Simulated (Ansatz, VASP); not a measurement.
# Ir: VASP beside Ansatz

```
Ir
1.0
     0.01440    1.91970    1.91970
     1.91970    0.01440    1.91970
     1.93410    1.93410    0.00000
Ir
1
Cartesian
  0.0000 0.0000 0.0000
```

Change from the starting cell: strain +0.0150 x Voigt [0, 0, 0, 0, 0, 1], atoms carried along.

Alike in both runs: task single point; functional LDA; k mesh 22 × 22 × 22; occupations gaussian, width 0.15 eV; no spin polarisation.

|  | VASP | Ansatz |
| --- | --- | --- |
| version | VASP 6.6.1 | Ansatz 0.2.0 |
| potentials or method | VASP PAW LDA potentials, release 64 (Ir), cutoff 520 eV | scalar-relativistic, plane waves, PAW |
| valence electrons in the cell | 9 | 17 |

|  | VASP | Ansatz | Ansatz less VASP |
| --- | --- | --- | --- |
| gap on the k mesh at the Fermi level (eV) | none | none | - |
| pressure (GPa) | -6.0 | -8.3 | -2.27 |
| traceless stress, the component that is largest in VASP (GPa) | -4.04 | -4.00 | +0.037 |

LDA's correlation is that of Perdew and Zunger in VASP and of Perdew and Wang (1992) in Ansatz. A gap of «none» marks a metal or a gap that the smearing closes. VASP's potentials hold 9 valence electrons a cell and Ansatz's 17, so a difference there can come from the potentials and not from the codes.

Spin-orbit coupling is off throughout.
